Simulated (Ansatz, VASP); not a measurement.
**CoSi2 in VASP and in Ansatz**

The input INCAR:

```
SYSTEM = CoSi2
AGGAC = 1.0
AGGAX = 1.0
ALDAC = 0.0
ALDAX = 1.0
ALGO = Normal
EDIFF = 1E-6
ENCUT = 520
GGA = B5
ISIF = 2
ISMEAR = 0
ISPIN = 2
IVDW = 12
LASPH = .True.
LCHARG = .False.
LMAXMIX = 4
LORBIT = 11
LREAL = .False.
LWAVE = .False.
MAGMOM = 0.05 0 0
NBANDS = 20
NELM = 150
PREC = Accurate
SIGMA = 0.05
VDW_A1 = 0.4298
VDW_A2 = 4.2359
VDW_S6 = 1.0
VDW_S8 = 2.6996
```

The input KPOINTS:

```
k-points
0
Gamma
  8 8 8
  0 0 0
```

Contents of POSCAR:

```
CoSi2
1.0
    0.0000000000      2.6486297933      2.6486297933
    2.6486297933      0.0000000000      2.6486297933
    2.6486297933      2.6486297933      0.0000000000
Co Si
1 2
Direct
    0.0000000000      0.0000000000      0.0000000000
    0.2500000000      0.2500000000      0.2500000000
    0.7500000000      0.7500000000      0.7500000000
```

Input for Ansatz:

```yaml
crystal:
  lattice:
    - [0.0, 2.6486297933, 2.6486297933]
    - [2.6486297933, 0.0, 2.6486297933]
    - [2.6486297933, 2.6486297933, 0.0]
  atoms:
    - { symbol: Co, position: [0.0, 0.0, 0.0], spin: 0.05 }
    - { symbol: Si, position: [0.25, 0.25, 0.25] }
    - { symbol: Si, position: [0.75, 0.75, 0.75] }
basis:
  ecutwfc: 420
  ecutrho_ratio: 4
kpoints:
  mp_grid: { grid: [8, 8, 8] }
hamiltonian:
  xc: blyp
  dispersion: d3bj
scf:
  occupations: { method: gaussian, width: 0.05 }
output:
  forces: true
  stress: true
  eigenvalues: true
  populations: true
magnetization:
  spin_polarized: true
```

Alike in both runs: task single point; functional BLYP; dispersion D3(BJ); k mesh 8 × 8 × 8; occupations gaussian, width 0.05 eV; collinear spin.

|  | VASP | Ansatz |
| --- | --- | --- |
| version | VASP 6.6.1 | Ansatz 0.2.0 |
| potentials or method | VASP PAW PBE potentials, release 64 (Co, Si), cutoff 520 eV | scalar-relativistic, plane waves, PAW |
| valence electrons in the cell | 17 | 25 |

Ansatz gave:

```
gap on the k mesh at the Fermi level (eV) : none
pressure (GPa)                            : 0.0
net moment per atom (μB)                  : 0.00
```

Question: What did VASP give for the same quantities?

Answer: gap on the k mesh at the Fermi level (eV): none; pressure (GPa): 0.6; net moment per atom (μB): 0.00.

VASP's potentials were made for PBE, not for BLYP. A gap of «none» marks a metal or a gap that the smearing closes. VASP's potentials hold 17 valence electrons a cell and Ansatz's 25, so a difference there can come from the potentials and not from the codes. Ansatz's warnings: seeded moment not kept.
